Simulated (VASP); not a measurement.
Wanted: the native input for a VASP 6.6.1 run.

```
Task                   : relaxation of cell and atoms
Functional             : LDA
Potentials or basis    : VASP PAW LDA potentials, release 64 (Zr_sv)
Cutoff                 : 600 eV
k mesh                 : 16 × 16 × 9
Occupations            : fermi-dirac, width 0.1 eV
Spin                   : no spin polarisation
Dipole correction      : no
Further INCAR settings : ALGO = Normal; EDIFF = 1e-06; IBRION = 2; EDIFFG = -0.005; NSW = 60; ISIF = 3
```

The structure of Zr lies in POSCAR:

```
Zr
1.0
    3.1432143070      0.0000000000      0.0000000000
   -1.5716071535      2.7221034394      0.0000000000
    0.0000000000      0.0000000000      5.0920071773
Zr
2
Direct
    0.3333333333      0.6666666667      0.2500000000
    0.6666666667      0.3333333333      0.7500000000
```

These files were run (other wordings do the same):

INCAR

```
SYSTEM = Zr
PREC = Accurate ; ENCUT = 600
EDIFF = 1E-6 ; ISMEAR = -1
SIGMA = 0.1 ; LREAL = .False.
LASPH = .True. ; NELM = 100
ALGO = Normal ; ISIF = 3
LWAVE = .False. ; LCHARG = .False.
GGA = CA ; IBRION = 2
NSW = 60 ; EDIFFG = -0.005
```

KPOINTS

```
regular mesh
0
Gamma
  16 16 9
  0 0 0
```

Potentials or basis: VASP PAW LDA potentials, release 64 (Zr_sv).

Run with:

```sh
$ cat potpaw_LDA.64/Zr_sv/POTCAR > POTCAR
$ mpirun -np 1 vasp_std > vasp.out
```

It gave:

```yaml
Relaxed_volume: 21.82 Å³/atom
Relaxed_cell: a = 3.144 Å, b = 3.144 Å, c = 5.095 Å, α = 90.00°, β = 90.00°, γ = 120.00°
Space_group_after_relaxing_to_0.1_Å: P6_3/mmc (No. 194)
Energy_gained_by_relaxing: 0.0 meV/atom
Ionic_steps: 3
Pressure_after_relaxing: 0.0 GPa
Band_gap_on_the_k_mesh: zero (bands 12 and 13 overlap by 1.25 eV)
```

Wall time 92 s on 1 thread of Intel(R) Xeon(R) 6975P-C (Granite Rapids), with other jobs on the host, peak memory 0.24 GiB.
